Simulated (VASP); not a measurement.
Input of a VASP 6.6.1 run:

The input INCAR:

```
SYSTEM = Ba2ZnP2
PREC = Accurate ; ENCUT = 520
EDIFF = 1E-6 ; ISMEAR = 0
SIGMA = 0.1 ; LREAL = .FALSE.
LASPH = .TRUE. ; NELM = 60
ALGO = Normal ; ISIF = 2
LWAVE = .FALSE. ; LCHARG = .FALSE.
GGA = PE ; NBANDS = 53
```

KPOINTS

```
Automatic mesh
0
G
  2 2 2
  0 0 0
```

File POSCAR:

```
Ba2ZnP2
1.0
    0.0000000000      0.0000000000      6.4644070040
    6.7120092892      0.0000000000      0.0000000000
    0.0000000000      6.7120092892      0.0000000000
Ba Zn P
4 2 4
Direct
    0.5000000000      0.7819071368      0.7819071368
    0.5000000000      0.2180928632      0.2180928632
    0.0000000000      0.7819071368      0.2180928632
    0.0000000000      0.2180928632      0.7819071368
    0.7500000000      0.5000000000      0.5000000000
    0.2500000000      0.5000000000      0.5000000000
    0.0000000000      0.2948136238      0.2948136238
    0.0000000000      0.7051863762      0.7051863762
    0.5000000000      0.2948136238      0.7051863762
    0.5000000000      0.7051863762      0.2948136238
```

Potentials or basis: VASP PAW PBE potentials, release 64 (Ba_sv, Zn, P).

Command:

```sh
$ cat potpaw_PBE.64/Ba_sv/POTCAR potpaw_PBE.64/Zn/POTCAR potpaw_PBE.64/P/POTCAR > POTCAR
$ mpirun -np 1 vasp_std > vasp.out
```

Problem. What does it give for the band gap on the k mesh?

Solution. 0.71 eV, indirect (least direct gap 0.77 eV).

Problem. What does it give for the largest force?

Solution. 0.258 eV/Å.

Problem. Predict the pressure.

Solution. 0.5 GPa.

Stress tensor (GPa, compression positive):
```
 0.84  0.00  0.00
 0.00  0.84  0.00
 0.00  0.00 -0.04
```

Caveat: the k points lie up to 0.49 Å⁻¹ apart; spin-orbit coupling is left out, which moves the levels of the heavy elements. A k mesh can miss the band edges.
